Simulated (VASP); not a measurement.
# Se (R-3m) in VASP: further runs, part 2 of 2

VASP 6.6.1. The steps go on from the part before.

### 3 Single point, PBE

This run uses another cell than the first one: it holds 4 atoms, not 2.

INCAR reads:

```
PREC = Accurate ; ENCUT = 500
EDIFF = 1E-6 ; ISMEAR = 1
SIGMA = 0.05 ; LREAL = F
LASPH = T ; NELM = 120
ALGO = Normal ; ISIF = 2
LWAVE = F ; LCHARG = T
GGA = PE ; LELF = T
LVHAR = T ; NBANDS = 20
GGA_COMPAT = F
```

KPOINTS reads:

```
regular mesh
0
Gamma
  4 4 8
```

POSCAR reads:

```
Se
1.0
    3.8500000000      2.2227985400      1.7633333400
   -3.8500000000      2.2227985400      1.7633333400
    0.0000000000     -2.2227985400      0.8816666700
Se
4
Direct
    0.0000000000      0.0000000000      0.0000000000
    0.0000000000      0.5000000000      0.0000000000
    0.5000000000      0.0000000000      0.0000000000
    0.5000000000      0.5000000000      0.0000000000
```

Potentials or basis: VASP PAW PBE potentials, release 64 (Se).

Launch:

```sh
> cat potpaw_PBE.64/Se/POTCAR > POTCAR
> mpirun -np 1 vasp_std > vasp.out
```

OUTCAR:

```text
PREC = Accurate
   ENCUT = 500
   EDIFF = 1E-6
   ISMEAR = 1
   LREAL = F
   LASPH = T
   NELM = 120
   ISIF = 2
   GGA = PE

 ion  position               nearest neighbor table
   1  0.000  0.000  0.000-   2 2.39   3 2.39   2 2.39   3 2.39   4 2.65   4 2.65
   2  0.000  0.500  0.000-   1 2.39   4 2.39   1 2.39   4 2.39   3 2.65   3 2.65
   3  0.500  0.000  0.000-   1 2.39   4 2.39   4 2.39   1 2.39   2 2.65   2 2.65
   4  0.500  0.500  0.000-   2 2.39   3 2.39   3 2.39   2 2.39   1 2.65   1 2.65

  LATTYP: Found a base centered monoclinic cell.
 ALAT       =     5.2900000200
 B/A-ratio  =     1.4555765540
 C/A-ratio  =     0.4520358066
 COS(beta)  =    -0.3687023555

  Lattice vectors:

 A1 = (  -3.8500000000,   0.0000000000,  -2.6450000100)
 A2 = (   3.8500000000,   0.0000000000,  -2.6450000100)
 A3 = (   0.0000000000,  -2.2227985400,   0.8816666700)

Analysis of symmetry for initial positions (statically):
=====================================================================
 Subroutine PRICEL returns following result:

  LATTYP: Found a trigonal (rhomboedric) cell.
 ALAT       =     2.3912694232
 COS(alpha) =    -0.2960878580

  Lattice vectors:

 A1 = (   1.9250000000,   1.1113992700,   0.8816666700)
 A2 = (  -1.9250000000,   1.1113992700,   0.8816666700)
 A3 = (   0.0000000000,  -2.2227985400,   0.8816666700)

   4 primitive cells build up your supercell.

 Routine SETGRP: Setting up the symmetry group for a
 base centered monoclinic supercell.

 Subroutine GETGRP returns: Found  4 space group operations
 (whereof  4 operations were pure point group operations)
 out of a pool of  4 trial point group operations.

The static configuration has the point symmetry C_2h.

Analysis of symmetry for dynamics (positions and initial velocities):
=====================================================================
 Subroutine PRICEL returns following result:

  LATTYP: Found a trigonal (rhomboedric) cell.
 ALAT       =     2.3912694232
 COS(alpha) =    -0.2960878580

  Lattice vectors:

 A1 = (   1.9250000000,   1.1113992700,   0.8816666700)
 A2 = (  -1.9250000000,   1.1113992700,   0.8816666700)
 A3 = (   0.0000000000,  -2.2227985400,   0.8816666700)

   4 primitive cells build up your supercell.

 Routine SETGRP: Setting up the symmetry group for a
 base centered monoclinic supercell.

 Subroutine GETGRP returns: Found  4 space group operations
 (whereof  4 operations were pure point group operations)
 out of a pool of  4 trial point group operations.

The dynamic configuration has the point symmetry C_2h.

 Subroutine INISYM returns: Found  4 space group operations
 (whereof  4 operations are pure point group operations),
 and found     4 'primitive' translations

----------------------------------------------------------------------------------------

                                     Primitive cell

[... 54 lines left out ...]
|                                                                             |
 -----------------------------------------------------------------------------

 Subroutine IBZKPT returns following result:
 ===========================================

 Found     44 irreducible k-points:

 Following reciprocal coordinates:
            Coordinates               Weight
  0.000000  0.000000  0.000000      1.000000
  0.250000  0.000000  0.000000      4.000000
  0.500000  0.000000  0.000000      2.000000
  0.250000  0.250000  0.000000      2.000000
  0.500000  0.250000  0.000000      4.000000
 -0.250000  0.250000  0.000000      2.000000
[... 16 lines left out ...]
  0.500000  0.250000  0.250000      4.000000
 -0.250000  0.250000  0.250000      4.000000
 [... further k-points ...]
   k-points           NKPTS =     44   k-points in BZ     NKDIM =     44   number of bands    NBANDS=     20
   number of dos      NEDOS =    301   number of ions     NIONS =      4
   total plane-waves  NPLWV =  23328
   dimension x,y,z NGX =    36 NGY =   36 NGZ =   18
   dimension x,y,z NGXF=    72 NGYF=   72 NGZF=   36
   ions per type =               4
   NGX,Y,Z   is equivalent  to a cutoff of  12.51, 12.51, 12.51 a.u.
   NGXF,Y,Z  is equivalent  to a cutoff of  25.03, 25.03, 25.03 a.u.
 SYSTEM =  unknown system
   PREC   = accura    normal or accurate (medium, high low for compatibility)
   ISTART =      0    job   : 0-new  1-cont  2-samecut
   ICHARG =      2    charge: 1-file 2-atom 10-const
   ISPIN  =      1    spin polarized calculation?
   LNONCOLLINEAR =      F non collinear calculations
   LSORBIT =      F    spin-orbit coupling
   LASPH  =      T    aspherical Exc in radial PAW
   ENCUT  =  500.0 eV  36.75 Ry    6.06 a.u.   8.72  8.72  4.36*2*pi/ulx,y,z
   NELM   =    120;   NELMIN=  2; NELMDL= -5     # of ELM steps
   EDIFF  = 0.1E-05   stopping-criterion for ELM
   LREAL  =      F    real-space projection
   EDIFFG = 0.1E-04   stopping-criterion for IOM
   NSW    =      0    number of steps for IOM
   IBRION =     -1    ionic relax: 0-MD 1-quasi-New 2-CG
   NFREE  =      0    steps in history (QN), initial steepest desc. (CG)
   ISIF   =      2    stress and relaxation
   ISYM   =      2    0-nonsym 1-usesym 2-fastsym
   POTIM  = 0.5000    time-step for ionic-motion
   TEBEG  =    0.0;   TEEND  =   0.0 temperature during run
   PSTRESS=    0.0 pullay stress
   NELECT =      24.0000    total number of electrons
   NUPDOWN=      -1.0000    fix difference up-down
   EMIN   =  10.00;   EMAX   =-10.00  energy-range for DOS
   EFERMI =   0.00;   METHOD = LEGACY
   ISMEAR =     1;   SIGMA  =   0.05  broadening in eV -4-tet -1-fermi 0-gaus
   EFERMI_NEDOS =   21; number of points for ismear=-14 and -15
   IALGO  =     38    algorithm
   IMIX   =      4    mixing-type and parameters
     AMIX     =   0.40;   BMIX     =  1.00
     AMIX_MAG =   1.60;   BMIX_MAG =  1.00
  volume/ion in A,a.u.               =      11.32        76.38
  Fermi-wavevector in a.u.,A,eV,Ry     =   1.324971  2.503832 23.885687  1.755548
  Thomas-Fermi vector in A             =   2.454466
   LORBIT       =      0    0 simple, 1 ext, 2 COOP (PROOUT), +10 PAW based schemes
   GGA     = PE    functional components
   LHFCALC =     F    Hartree Fock is set to
   AEXX    =    0.0000 exact exchange contribution
   IVDW    =     0    specifies the selected vdW correction
   LEPSILON=     F    determine dielectric tensor
   LRPA    =     F    only Hartree local field effects (RPA)
 non-spin polarized calculation
 Methfessel and Paxton  Order N= 1 SIGMA  =   0.05
  energy-cutoff  :      500.00
  volume of cell :       45.27
 maximum number of plane-waves:      1167
 NGX is ok and might be reduce to    36

 number of electron      24.0000002 magnetization

 Free energy of the ion-electron system (eV)
  ---------------------------------------------------
  ext. energy  EPLUGINS =         0.00000000
  ---------------------------------------------------
  free energy    TOTEN  =        -1.17471631 eV

  energy without entropy =       -1.17341831  energy(sigma->0) =       -1.17428364

 E-fermi :  14.6054     XC(G=0): -13.4455

 val. band max:       14.4781745425   @ k =   0.5000   0.5000   0.3750
 cond. band min:      14.6054783911   @ k =  -0.2500   0.2500   0.3750
 fundamental gap:      0.1273038485
 Fermi energy:        14.6054226039

 k-point     1 :       0.0000    0.0000    0.0000
  band No.  band energies     occupation
      1      -8.7872      2.00000
      2      -1.5157      2.00000
      3      -1.5157      2.00000
      4       0.4533      2.00000
      5       1.6350      2.00000
      6       1.6350      2.00000
[... 541 lines left out ...]
     19      25.0311      0.00000
     20      26.5100      0.00000

 [... further k-points ...]

------------------------ aborting loop because EDIFF is reached ----------------------------------------

  FORCE on cell =-STRESS in cart. coord.  units (eV):
  Direction    XX          YY          ZZ          XY          YZ          ZX
  --------------------------------------------------------------------------------------
  -------------------------------------------------------------------------------------
  Total       45.7962104     45.7962208     44.2878532      0.0000000     -0.0000051      0.0000000
  in kB     1620.7783172   1620.7786869   1567.3958957      0.0000000     -0.0001797      0.0000000
  external PRESSURE =    1602.9842999 kB  Pullay stress =       0.0000000 kB

 VOLUME and BASIS-vectors are now :
 -----------------------------------------------------------------------------
  energy-cutoff  :      500.00
  volume of cell :       45.27
      direct lattice vectors                 reciprocal lattice vectors
     3.850000000  2.222798540  1.763333340     0.129870130  0.074980554  0.189035916
    -3.850000000  2.222798540  1.763333340    -0.129870130  0.074980554  0.189035916
     0.000000000 -2.222798540  0.881666670     0.000000000 -0.299922217  0.378071832

 POSITION                                       TOTAL-FORCE (eV/Angst)
 -----------------------------------------------------------------------------------
      0.00000      0.00000      0.00000         0.000000     -0.000000     -0.000000
     -1.92500      1.11140      0.88167        -0.000000     -0.000000      0.000000
      1.92500      1.11140      0.88167         0.000000      0.000000      0.000000
      0.00000      2.22280      1.76333        -0.000000      0.000000     -0.000000
 -----------------------------------------------------------------------------------
    total drift:                                0.000000      0.000000     -0.000000

  FREE ENERGIE OF THE ION-ELECTRON SYSTEM (eV)
  ---------------------------------------------------
  free  energy   TOTEN  =        -1.1747163061 eV

  energy  without entropy=       -1.1734183129  energy(sigma->0) =       -1.17428364
```

stdout:

```text
POSCAR found type information on POSCAR Se
 POSCAR found :  1 types and       4 ions
 scaLAPACK will be used
 LDA part: xc-table for (Slater+PW92), standard interpolation
 -----------------------------------------------------------------------------
|                                                                             |
|           W    W    AA    RRRRR   N    N  II  N    N   GGGG   !!!           |
|           W    W   A  A   R    R  NN   N  II  NN   N  G    G  !!!           |
|           W    W  A    A  R    R  N N  N  II  N N  N  G       !!!           |
|           W WW W  AAAAAA  RRRRR   N  N N  II  N  N N  G  GGG   !            |
|           WW  WW  A    A  R   R   N   NN  II  N   NN  G    G                |
|           W    W  A    A  R    R  N    N  II  N    N   GGGG   !!!           |
|                                                                             |
|     Your reciprocal lattice and k-lattice belong to different lattice       |
|     classes:                                                                |
|                                                                             |
|        The reciprocal lattice is base-centered monoclinic,                  |
|        whereas your k-lattice is rhombohedral (trigonal).                   |
|                                                                             |
|     Results are often still useful ...                                      |
|                                                                             |
 -----------------------------------------------------------------------------

 POSCAR, INCAR and KPOINTS ok, starting setup
 FFT: planning ... GRIDC
 FFT: planning ... GRID_SOFT
 FFT: planning ... GRID
 WAVECAR not read
 entering main loop
```

Run time: 21 s. Hardware: 1 thread of Intel Xeon Platinum 8375C at 2.90GHz (Ice Lake), shared host; peak memory 0.17 GiB.

Results:

```
Free energy            : -1.1747 eV
Pressure               : 160.3 GPa
Band gap on the k mesh : zero (bands 12 and 13 overlap by 7.50 eV)
```

Caveat: the k points lie up to 0.38 Å⁻¹ apart, too coarse for converged energies and pressures of a metal.
